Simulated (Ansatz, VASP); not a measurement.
**Two plane-wave programs on HfH3**

```
Hf H
1.0
    -1.61088    1.61088    2.92866
     1.61088   -1.61088    2.92866
     1.61088    1.61088   -2.92866
Hf H
1 3
Direct
  0.00000 0.00000 0.00000
  0.75000 0.25000 0.50000
  0.25000 0.75000 0.50000
  0.50000 0.50000 0.00000
```

Alike in both runs: task single point; functional PBEsol; k mesh 20 × 20 × 20; occupations gaussian, width 0.1 eV; no spin polarisation.

|  | VASP | Ansatz |
| --- | --- | --- |
| version | VASP 6.6.1 | Ansatz 0.2.0 |
| potentials or method | VASP PAW PBE potentials, release 64 (Hf_pv, H), cutoff 520 eV | scalar-relativistic, plane waves, PAW |
| valence electrons in the cell | 13 | 29 |

VASP gave:

| Item | Value |
| --- | --- |
| gap on the k mesh at the Fermi level (eV) | none |
| pressure (GPa) | -15.3 |
| traceless stress, the component that is largest in VASP (GPa) | 7.32 |

Question: Which values does Ansatz return?

Answer: gap on the k mesh at the Fermi level (eV): none; pressure (GPa): -14.4; traceless stress, the component that is largest in VASP (GPa): 7.29.

VASP's potentials were made for PBE, not for PBEsol. A gap of «none» marks a metal or a gap that the smearing closes. VASP's potentials hold 13 valence electrons a cell and Ansatz's 29, so a difference there can come from the potentials and not from the codes.

Spin-orbit coupling is off throughout.
